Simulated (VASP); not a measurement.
Wanted: the native input for a VASP 6.6.1 run.

| Property | Result |
| --- | --- |
| Task | single point |
| Functional | PBE |
| Potentials or basis | VASP PAW PBE potentials, release 64 (Rh_pv) |
| Cutoff | 520 eV |
| k mesh | 2 × 2 × 2 |
| Occupations | fermi-dirac, width 0.1 eV |
| Spin | no spin polarisation |
| Dipole correction | no |
| Further INCAR settings | ALGO = Normal; EDIFF = 1e-06; NBANDS = 14 |

The structure of Rh lies in POSCAR:

```
Rh
1.0
    0.0000000000      1.9160595532      1.9160595532
    1.9160595532      0.0000000000      1.9160595532
    1.9160595532      1.9160595532      0.0000000000
Rh
1
Direct
    0.0000000000      0.0000000000      0.0000000000
```

The input as run:

INCAR

```
PREC     = Accurate       # precision mode
ENCUT    = 520            # plane-wave cutoff, eV
EDIFF    = 1E-6           # SCF threshold, eV
ISMEAR   = -1             # smearing method
SIGMA    = 0.1            # smearing width, eV
LREAL    = False          # projectors in reciprocal space
LASPH    = True           # aspherical terms in the spheres
NELM     = 100            # most SCF steps
ALGO     = Normal         # electronic algorithm
ISIF     = 2              # what is computed and relaxed
LWAVE    = False          # write WAVECAR
LCHARG   = False          # write CHGCAR
GGA      = PE             # functional
NBANDS   = 14             # bands
```

KPOINTS

```
Automatic mesh
0
Gamma
  2 2 2
```

Potentials or basis: VASP PAW PBE potentials, release 64 (Rh_pv).

Command:

```bash
$ cat potpaw_PBE.64/Rh_pv/POTCAR > POTCAR
$ mpirun -np 1 vasp_std > vasp.out
```

Results of the run:

| Item | Value |
| --- | --- |
| Pressure | 55.6 GPa |

Caveat: the k points lie up to 1.42 Å⁻¹ apart.

Run time: 4 s on 1 thread of Intel Xeon 8259CL, with other jobs on the host, peak memory 0.12 GiB.
